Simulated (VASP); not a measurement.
Wanted: the native input for a VASP 6.6.1 run.

```
Task                               : single point
Functional                         : PBE-based screened hybrid with 10 % exact exchange
Potentials or basis                : VASP PAW PBE potentials, release 64 (Cs_sv, Cl)
Cutoff                             : 400 eV
k mesh                             : 4 × 4 × 4
Occupations                        : gaussian, width 0.01 eV
Spin                               : no spin polarisation
Dipole correction                  : no
Grid for exact exchange (PRECFOCK) : Normal
Share of exact exchange            : 0.1
Further INCAR settings             : ALGO = Normal; EDIFF = 1e-06; NBANDS = 15
Screening parameter                : 0.3 1/Å
```

CsCl:

```
Cs Cl
1.0
     4.14068    0.00000    0.00000
     0.00000    4.14068    0.00000
     0.00000    0.00000    4.14068
Cs Cl
1 1
Direct
  0.00000 0.00000 0.00000
  0.50000 0.50000 0.50000
```

One way to write it, as run:

POSCAR

```
CsCl
1.0
    4.1406758780      0.0000000000      0.0000000000
    0.0000000000      4.1406758780      0.0000000000
    0.0000000000      0.0000000000      4.1406758780
Cs Cl
1 1
Direct
    0.0000000000      0.0000000000      0.0000000000
    0.5000000000      0.5000000000      0.5000000000
```

INCAR.step1

```
ALGO = Normal
EDIFF = 1E-5
ENCUT = 400
GGA = PE
GGA_COMPAT = F
ISIF = 2
ISMEAR = 0
LASPH = T
LCHARG = F
LREAL = F
LWAVE = T
NBANDS = 15
NELM = 120
PREC = Accurate
SIGMA = 0.01
```

INCAR.step2

```
AEXX = 0.1
ALGO = Normal
EDIFF = 1E-6
ENCUT = 400
GGA = PE
GGA_COMPAT = F
HFSCREEN = 0.3
ISIF = 2
ISMEAR = 0
ISTART = 1
LASPH = T
LCHARG = F
LHFCALC = T
LREAL = F
LWAVE = F
NBANDS = 15
NELM = 120
PREC = Accurate
PRECFOCK = Normal
SIGMA = 0.01
```

KPOINTS

```
k-points
0
Gamma
  4 4 4
```

Potentials or basis: VASP PAW PBE potentials, release 64 (Cs_sv, Cl).

Launch:

```sh
$ cat potpaw_PBE.64/Cs_sv/POTCAR potpaw_PBE.64/Cl/POTCAR > POTCAR
$ cp INCAR.step1 INCAR
$ mpirun -np 1 vasp_std > vasp.out
$ cp INCAR.step2 INCAR
$ mpirun -np 1 vasp_std > vasp.out
```

It gave:

* Pressure: 0.6 GPa
* Band gap on the k mesh: 5.63 eV

Caveat: the PAW data sets were made with another functional, which shifts forces and pressure a little; spin-orbit coupling is left out, which moves the levels of the heavy elements.

Wall time 3.8 min on 1 thread of Intel(R) Xeon(R) Platinum 8259CL CPU @ 2.50GHz (Skylake/Cascade Lake), on a shared host, peak memory 0.26 GiB.
